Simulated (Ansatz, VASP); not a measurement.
# Two plane-wave programs on Zr

INCAR

```
ALGO = Fast ; EDIFF = 1E-6
ENCUT = 520 ; GGA = PS
ISIF = 2 ; ISMEAR = 0
LASPH = T ; LCHARG = F
LREAL = F ; LWAVE = F
NBANDS = 12 ; NELM = 60
PREC = Accurate ; SIGMA = 0.15
```

The input KPOINTS:

```
k-points
0
Gamma
  20 20 20
```

File POSCAR:

```
Zr
1.0
   -0.9470406558      1.8940813117      1.8940813117
    1.8940813117     -0.9470406558      1.8940813117
    1.8940813117      1.8940813117     -0.9470406558
Zr
1
Direct
    0.0000000000      0.0000000000      0.0000000000
```

Input for Ansatz:

```yaml
crystal:
  lattice:
    - [-0.9470406558, 1.8940813117, 1.8940813117]
    - [1.8940813117, -0.9470406558, 1.8940813117]
    - [1.8940813117, 1.8940813117, -0.9470406558]
  atoms:
    - { symbol: Zr, position: [0.0, 0.0, 0.0] }
basis:
  ecutwfc: 420
kpoints:
  mp_grid: { grid: [20, 20, 20] }
hamiltonian:
  xc: pbesol
scf:
  occupations: { method: gaussian, width: 0.15 }
output:
  forces: true
  stress: true
  eigenvalues: true
```

Alike in both runs: task single point; functional PBEsol; k mesh 20 × 20 × 20; occupations gaussian, width 0.15 eV; no spin polarisation.

|  | VASP | Ansatz |
| --- | --- | --- |
| version | VASP 6.6.1 | Ansatz 0.2.0 |
| potentials or method | VASP PAW PBE potentials, release 64 (Zr_sv), cutoff 520 eV | scalar-relativistic, plane waves, PAW |
| valence electrons in the cell | 12 | 12 |

VASP gave:

| Quantity | Value |
| --- | --- |
| gap on the k mesh at the Fermi level (eV) | none |
| pressure (GPa) | 2.1 |

Problem. Estimate Ansatz's values.

Solution. gap on the k mesh at the Fermi level (eV): none; pressure (GPa): 1.9.

VASP's potentials were made for PBE, not for PBEsol. A gap of «none» marks a metal or a gap that the smearing closes.
